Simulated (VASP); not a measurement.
A run of VASP 6.6.1:

INCAR

```
SYSTEM = Ti9Ni7
PREC = Accurate
ENCUT = 520
EDIFF = 1E-7
ISMEAR = -1
SIGMA = 0.1663
LREAL = Auto
LASPH = .TRUE.
NELM = 60
ALGO = Normal
ISIF = 2
LWAVE = .FALSE.
LCHARG = .FALSE.
GGA = PE
NBANDS = 103
ISYM = 0
```

The input KPOINTS:

```
Automatic mesh
0
Gamma
  1 1 1
  0.25 0.25 0.25
```

The input POSCAR:

```
Ti9Ni7
1.0
    6.1173580000      0.0376560000      0.0215690000
    0.0376560000      6.2512350000      0.3066880000
    0.0215690000      0.3066880000      6.5379140000
Ti Ni
9 7
Direct
    0.7580564724      0.4646757708      0.2628931793
    0.5066013410      0.5361724232      0.6899311413
    0.2195234622      0.9264046841      0.6627427187
    0.8192965374      0.9075637687      0.3687955632
    0.3715138361      0.1516980893      0.9869961328
    0.6850261429      0.0861623832      0.6484451619
    0.5466649549      0.7970236072      1.0036646869
    0.8835688737      0.5407157934      0.7757748508
    0.9676788363      0.8017382880      1.0623520932
    0.0759387275      0.2092637288      0.2847411886
    0.4654511209      0.2948425786      0.3515355210
    1.1173888255      0.5895373849      0.4305674561
    0.3416315368      0.8680949336      0.2957764587
    0.0398716457      0.2023589431      0.7328499501
    0.2962142024      0.5264830795      0.0322422279
    0.7613938848      0.1571906298      0.0519661188
```

Potentials or basis: VASP PAW PBE potentials, release 64 (Ti_sv, Ni).

Command:

```sh
$ cat potpaw_PBE.64/Ti_sv/POTCAR potpaw_PBE.64/Ni/POTCAR > POTCAR
$ mpirun -np 1 vasp_std > vasp.out
```

Hardware: 1 thread of Intel(R) Xeon(R) 6975P-C (Granite Rapids) (shared host).

How long does it take, and how much memory?

Run time: 61 s on 1 thread of Intel(R) Xeon(R) 6975P-C (Granite Rapids), on a shared host, peak memory 0.33 GiB. Counts: scf iterations 30, k points 1.
